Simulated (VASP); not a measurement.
# Ti6S: single point with PBE

Ti6S, a slab with vacuum:

```
CELL_PARAMETERS angstrom
2.83197 0.00000 0.00000
0.00000 4.57935 0.00000
0.00000 0.00000 22.05069
ATOMIC_POSITIONS crystal
Ti 0.50000 0.00000 0.18140
Ti 0.00000 0.50000 0.24135
Ti 0.50000 0.00000 0.30130
Ti 0.50000 0.50000 0.36258
Ti 0.00000 0.00000 0.42082
Ti 0.50000 0.50000 0.47847
S 0.66667 0.70000 0.56527
```

```json
{
 "Program": "VASP 6.6.1",
 "Task": "single point",
 "Functional": "PBE",
 "Potentials or basis": "VASP PAW PBE potentials, release 64 (Ti_sv, S)",
 "Cutoff": "520 eV",
 "k mesh": "9 × 6 × 1",
 "Occupations": "gaussian, width 0.1 eV",
 "Spin": "no spin polarisation"
}
```

| Item | Value |
| --- | --- |
| Largest force | 1.014 eV/Å |
| Band gap on the k mesh | zero (band 39 reaches 0.98 eV, above the bottom of band 40 at 0.69 eV) |

Forces on the atoms (eV/Å):
```
Ti   0.000  0.024  0.404
Ti   0.004  0.002 -0.038
Ti   0.023 -0.082 -0.313
Ti  -0.046  0.069 -0.063
Ti  -0.174 -0.313 -0.329
Ti  -0.784  0.033  0.323
S    0.978  0.268  0.016
```

Levels at points of the mesh, in eV from the Fermi level:
```tsv
k point	band 35	band 36	band 37	band 38	band 39	band 40	band 41	band 42	band 43	band 44
(0.00, 0.00, 0.00)	-0.68	-0.61	-0.42	-0.15	0.07	0.22	0.33	0.36	0.63	0.85
(0.00, 0.50, 0.00)	-0.47	-0.34	-0.26	-0.25	0.11	0.26	0.33	0.50	0.56	0.60
```

Run time: 12 min on 1 thread of Intel(R) Xeon(R) 6975P-C (Granite Rapids) (shared host), peak memory 0.52 GiB.
